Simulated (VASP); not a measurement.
**ZnS: single point with PBE**

Crystal: ZnS.

```
Zn S
1.0
     4.14248    0.00000    0.00000
    -2.07124    3.58749    0.00000
     0.00000    0.00000    5.43245
Zn S
2 2
Direct
  0.33333 0.66667 0.00520
  0.66667 0.33333 0.50520
  0.33333 0.66667 0.41946
  0.66667 0.33333 0.91946
```

This cell differs from its parent crystal: atoms shifted along a free coordinate, c/a of the conventional cell at fixed volume 1.3114.

```yaml
Program: VASP 6.6.1
Task: single point
Functional: PBE
Potentials_or_basis: VASP PAW PBE potentials, release 64 (Zn, S)
Cutoff: 520 eV
k_mesh: 9 × 9 × 4
Occupations: gaussian, width 0.05 eV
Spin: no spin polarisation
Dipole_correction: no
Further_INCAR_settings: ALGO = Normal; EDIFF = 1e-06; NBANDS = 26
```

- Pressure: 1.1 GPa
- Largest force: 0.451 eV/Å
- Band gap on the k mesh: 1.16 eV

Forces in eV/Å, atoms in the order of the input:
```
Zn   0.000  0.000 -0.451
Zn   0.000  0.000 -0.451
S    0.000  0.000  0.451
S    0.000  0.000  0.451
```

Stress tensor (GPa, compression positive):
```
-4.93  0.00  0.00
 0.00 -4.93  0.00
 0.00  0.00 13.25
```

Levels at points of the mesh, in eV from the valence-band top:
```tsv
k point	band 15	band 16	band 17	band 18	band 19	band 20	band 21	band 22
(0.00, 0.00, 0.00)	-1.59	-0.22	-0.22	0.00	1.16	1.88	5.50	5.50
(0.00, 0.00, 0.50)	-0.91	-0.91	-0.91	-0.91	2.98	2.98	5.82	5.82
```

Run time: 110 s on 1 thread of Intel Xeon 8259CL, with other jobs on the host, peak memory 0.23 GiB.
